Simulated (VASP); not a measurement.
In3B2, 5 atoms in the cell. Symmetry: R-3m, No. 166, trigonal system. Conventional cell: a = 3.193 Å, b = 3.193 Å, c = 30.781 Å, α = 90.00°, β = 90.00°, γ = 120.00°. Within 3.7 Å of In (site symmetry 3m) lie 6 B at 2.78 to 2.79 Å and 9 In at 3.19 to 3.56 Å. In (site symmetry -3m) has 12 In at 3.19 to 3.56 Å within 4.2 Å. B (site symmetry 3m) has 3 B at 1.84 Å within 2.4 Å. 

```yaml
Program: VASP 6.6.1
Task: single point
Functional: PBE
Potentials_or_basis: VASP PAW PBE potentials, release 64 (In_d, B)
Cutoff: 520 eV
k_mesh: 6 × 6 × 6
Occupations: gaussian, width 0.1 eV
Spin: no spin polarisation
Dipole_correction: no
Further_INCAR_settings: ALGO = Normal; EDIFF = 1e-06; NBANDS = 30
```

Potentials or basis: VASP PAW PBE potentials, release 64 (In_d, B).

Run with:

```bash
$ cat potpaw_PBE.64/In_d/POTCAR potpaw_PBE.64/B/POTCAR > POTCAR
$ mpirun -np 1 vasp_std > vasp.out
```

Hardware: 1 thread of Intel(R) Xeon(R) 6975P-C (Granite Rapids), with other jobs on the host.

How long does it take, and how much memory?

Wall time 6.8 min on 1 thread of Intel(R) Xeon(R) 6975P-C (Granite Rapids), with other jobs on the host, peak memory 0.91 GiB. Counts: scf iterations 13, k points 32.
